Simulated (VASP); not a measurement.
Set up this calculation in VASP 6.6.1, as the native input.

```
Task                   : single point
Functional             : r2SCAN
Potentials or basis    : VASP PAW PBE potentials, release 64 (Ti_sv)
Cutoff                 : 520 eV
k mesh                 : 7 × 6 × 18
Occupations            : gaussian, width 0.1 eV
Spin                   : no spin polarisation
Dipole correction      : no
Further INCAR settings : ALGO = Normal; EDIFF = 1e-07; NBANDS = 32
```

Crystal: Ti.

```
Ti
1.0
     5.66612    0.00000    0.00009
    -2.83306    6.33488   -0.02077
    -1.41650   -1.73552    1.82969
Ti
4
Direct
  0.58328 0.25029 0.83175
  0.08328 0.25029 0.83175
  0.91672 0.74971 0.16825
  0.41672 0.74971 0.16825
```

These files were run (other wordings do the same):

POSCAR

```
Ti
1.0
    5.6661215989      0.0000001406      0.0000859327
   -2.8330606423      6.3348825482     -0.0207718370
   -1.4165025522     -1.7355158137      1.8296877823
Ti
4
Direct
    0.5832799568      0.2502851485      0.8317477087
    0.0832799568      0.2502851485      0.8317477087
    0.9167200432      0.7497148515      0.1682522913
    0.4167200432      0.7497148515      0.1682522913
```

INCAR.step1

```
PREC     = Accurate       # precision mode
ENCUT    = 520            # plane-wave cutoff, eV
ISMEAR   = 0              # smearing method
SIGMA    = 0.1            # smearing width, eV
LREAL    = False          # projectors in reciprocal space
LASPH    = True           # aspherical terms in the spheres
NELM     = 100            # most SCF steps
NBANDS   = 32             # bands
GGA      = PE             # functional
ALGO     = Normal         # electronic algorithm
EDIFF    = 1E-4           # SCF threshold, eV
LWAVE    = True           # write WAVECAR
LCHARG   = False          # write CHGCAR
```

INCAR.step2

```
PREC     = Accurate       # precision mode
ENCUT    = 520            # plane-wave cutoff, eV
EDIFF    = 1E-7           # SCF threshold, eV
ISMEAR   = 0              # smearing method
SIGMA    = 0.1            # smearing width, eV
LREAL    = False          # projectors in reciprocal space
LASPH    = True           # aspherical terms in the spheres
NELM     = 100            # most SCF steps
ALGO     = Normal         # electronic algorithm
ISIF     = 2              # what is computed and relaxed
LWAVE    = False          # write WAVECAR
LCHARG   = False          # write CHGCAR
METAGGA  = R2SCAN         # meta-GGA
LMIXTAU  = True         
NBANDS   = 32             # bands
ISTART   = 1
```

KPOINTS

```
Automatic mesh
0
Gamma
  7 6 18
```

Potentials or basis: VASP PAW PBE potentials, release 64 (Ti_sv).

Launch:

```sh
$ cat potpaw_PBE.64/Ti_sv/POTCAR > POTCAR
$ cp INCAR.step1 INCAR
$ mpirun -np 1 vasp_std > vasp.out
$ cp INCAR.step2 INCAR
$ mpirun -np 1 vasp_std > vasp.out
```

Results of the run:

- Pressure: 7.1 GPa
- Largest force: 0.007 eV/Å
- Band gap on the k mesh: zero (bands 24 and 25 overlap by 1.22 eV)

Caveat: the stress differs along the axes, from 0 to 12 GPa; the PAW data sets were made with another functional, which shifts forces and pressure a little.

Wall time 67 min on 1 thread of Oxide Virtual Turin-like Processor, with other jobs on the host, peak memory 0.63 GiB.
